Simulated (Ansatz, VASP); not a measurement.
## One calculation of CoW3, two programs

Contents of INCAR:

```
SYSTEM = CoW3
PREC = Accurate ; ENCUT = 520
EDIFF = 1E-7 ; ISMEAR = 0
SIGMA = 0.15 ; LREAL = .False.
LASPH = .True. ; NELM = 60
ALGO = Fast ; ISIF = 2
LWAVE = .False. ; LCHARG = .False.
GGA = PS ; NBANDS = 34
```

File KPOINTS:

```
Automatic mesh
0
Gamma
  12 12 12
  0 0 0
```

POSCAR

```
CoW3
1.0
    3.6653327280      0.0000000000      0.0000000000
    0.0000000000      3.6653327280      0.0000000000
    0.0000000000      0.0000000000      4.0511572256
Co W
1 3
Direct
    0.0000000000      0.0000000000      0.0000000000
    0.0000000000      0.5000000000      0.5000000000
    0.5000000000      0.0000000000      0.5000000000
    0.5000000000      0.5000000000      0.0000000000
```

Input for Ansatz:

```yaml
crystal:
  lattice:
    - [3.665332728, 0.0, 0.0]
    - [0.0, 3.665332728, 0.0]
    - [0.0, 0.0, 4.0511572256]
  atoms:
    - { symbol: Co, position: [0.0, 0.0, 0.0] }
    - { symbol: W, position: [0.0, 0.5, 0.5] }
    - { symbol: W, position: [0.5, 0.0, 0.5] }
    - { symbol: W, position: [0.5, 0.5, 0.0] }
basis:
  ecutwfc: 420
kpoints:
  mp_grid: { grid: [12, 12, 12] }
hamiltonian:
  xc: pbesol
scf:
  occupations: { method: gaussian, width: 0.15 }
output:
  forces: true
  stress: true
  eigenvalues: true
```

Change from the starting cell: strain -0.050 along x and y, +0.050 along z, atoms carried along.

Alike in both runs: task single point; functional PBEsol; k mesh 12 × 12 × 12; occupations gaussian, width 0.15 eV; no spin polarisation.

|  | VASP | Ansatz |
| --- | --- | --- |
| version | VASP 6.6.1 | Ansatz 0.2.0 |
| potentials or method | VASP PAW PBE potentials, release 64 (Co, W_sv), cutoff 520 eV | scalar-relativistic, plane waves, PAW |
| valence electrons in the cell | 51 | 59 |

Ansatz gave:

- gap on the k mesh at the Fermi level (eV): none
- pressure (GPa): 18.8
- traceless stress, the component that is largest in VASP (GPa): -5.02

Problem. What did VASP give for the same quantities?

Solution. gap on the k mesh at the Fermi level (eV): none; pressure (GPa): 19.6; traceless stress, the component that is largest in VASP (GPa): -4.97.

VASP's potentials were made for PBE, not for PBEsol. A gap of «none» marks a metal or a gap that the smearing closes. With one functional, cell and mesh, what is left measures potentials, basis and numerics. VASP's potentials hold 51 valence electrons a cell and Ansatz's 59, so a difference there can come from the potentials and not from the codes.

Spin-orbit coupling is off throughout.
